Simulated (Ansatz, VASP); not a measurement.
# One calculation of Al3GaAs4, two programs

```
Al Ga As
1.0
     5.73295    0.00000    0.00000
     0.00000    5.73295    0.00000
     0.00000    0.00000    5.73295
Al Ga As
3 1 4
Direct
  0.00000 0.50000 0.50000
  0.50000 0.00000 0.50000
  0.50000 0.50000 0.00000
  0.00000 0.00000 0.00000
  0.25089 0.25089 0.74911
  0.25089 0.74911 0.25089
  0.74911 0.25089 0.25089
  0.74911 0.74911 0.74911
```

Alike in both runs: functional PBE; k mesh 6 × 6 × 6; occupations gaussian, width 0.02 eV; no spin polarisation.

Ansatz relaxed the structure, and its values are those at the end. VASP's run is a single point on that final structure, the one shown.

```csv
,VASP,Ansatz
version,VASP 6.6.1,Ansatz 0.2.0
potentials or method,"VASP PAW PBE potentials, release 64 (Al, Ga_d, As), cutoff 520 eV","scalar-relativistic, plane waves, PAW"
valence electrons in the cell,42,82
```

|  | VASP | Ansatz | Ansatz less VASP |
| --- | --- | --- | --- |
| gap on the k mesh at the Fermi level (eV) | 1.03 | 1.03 | +0.005 |
| least direct gap on the mesh (eV) | 1.16 | 1.16 | 0.000 |
| pressure (GPa) | 0.2 | 0.0 | -0.16 |

With one functional, cell and mesh, what is left measures potentials, basis and numerics. VASP's potentials hold 42 valence electrons a cell and Ansatz's 82, so a difference there can come from the potentials and not from the codes.
